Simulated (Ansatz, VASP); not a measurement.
# Ga2Te3O: VASP beside Ansatz

INCAR

```
ALGO = Normal
EDIFF = 1E-7
EDIFFG = -0.01
ENCUT = 600
GGA = PE
IBRION = 2
ISIF = 3
ISMEAR = 0
LASPH = True
LCHARG = False
LREAL = False
LWAVE = False
NELM = 60
NSW = 100
PREC = Accurate
SIGMA = 0.1
```

File KPOINTS:

```
k-points
0
Gamma
  6 6 6
```

Contents of POSCAR:

```
Ga2Te3O
1.0
    3.7423410330      2.1606416028      2.9854555510
   -3.7423410330      2.1606416028      2.9854555510
    0.0000000000     -4.3212832056      2.9854555510
Ga Te O
2 3 1
Direct
    0.6398879959      0.6398879959      0.6398879959
    0.3601120041      0.3601120041      0.3601120041
    0.0000000000      0.5000000000      0.0000000000
    0.5000000000      0.0000000000      0.0000000000
    0.0000000000      0.0000000000      0.5000000000
    0.0000000000      0.0000000000      0.0000000000
```

Input for Ansatz:

```yaml
crystal:
  lattice:
    - [3.742341033, 2.1606416028, 2.985455551]
    - [-3.742341033, 2.1606416028, 2.985455551]
    - [0.0, -4.3212832056, 2.985455551]
  atoms:
    - { symbol: Ga, position: [0.6398879959, 0.6398879959, 0.6398879959] }
    - { symbol: Ga, position: [0.3601120041, 0.3601120041, 0.3601120041] }
    - { symbol: Te, position: [0.0, 0.5, 0.0] }
    - { symbol: Te, position: [0.5, 0.0, 0.0] }
    - { symbol: Te, position: [0.0, 0.0, 0.5] }
    - { symbol: O, position: [0.0, 0.0, 0.0] }
basis:
  ecutwfc: 420
kpoints:
  mp_grid: { grid: [6, 6, 6] }
hamiltonian:
  xc: pbe
scf:
  occupations: { method: gaussian, width: 0.1 }
output:
  forces: true
  stress: true
  eigenvalues: true
relax:
  adjacent_minimum: "off"
  f_tol: 0.01
  max_steps: 80
  cell: { stress_tol: 0.05 }
```

Change from the starting cell: species swapped into the Y2Al3Fe type (R-3m, No. 166).

Alike in both runs: task relaxation of cell and atoms; functional PBE; k mesh 6 × 6 × 6; occupations gaussian, width 0.1 eV; no spin polarisation.

```csv
,VASP,Ansatz
version,VASP 6.6.1,Ansatz 0.2.0
potentials or method,"VASP PAW PBE potentials, release 64 (Ga_d, Te, O), cutoff 600 eV","scalar-relativistic, plane waves, PAW"
valence electrons in the cell,50,80
```

Ansatz gave:

- gap on the k mesh at the Fermi level, each at its own relaxed structure (eV): none
- relaxed volume (Å³/atom): 24.14
- relaxed length of the cell vector where the two differ most in proportion (Å): 5.252

Question: What did VASP give for the same quantities?

Answer: gap on the k mesh at the Fermi level, each at its own relaxed structure (eV): none; relaxed volume (Å³/atom): 24.11; relaxed length of the cell vector where the two differ most in proportion (Å): 5.250.

A gap of «none» marks a metal or a gap that the smearing closes. VASP's potentials hold 50 valence electrons a cell and Ansatz's 80, so a difference there can come from the potentials and not from the codes.

Spin-orbit coupling is off throughout.
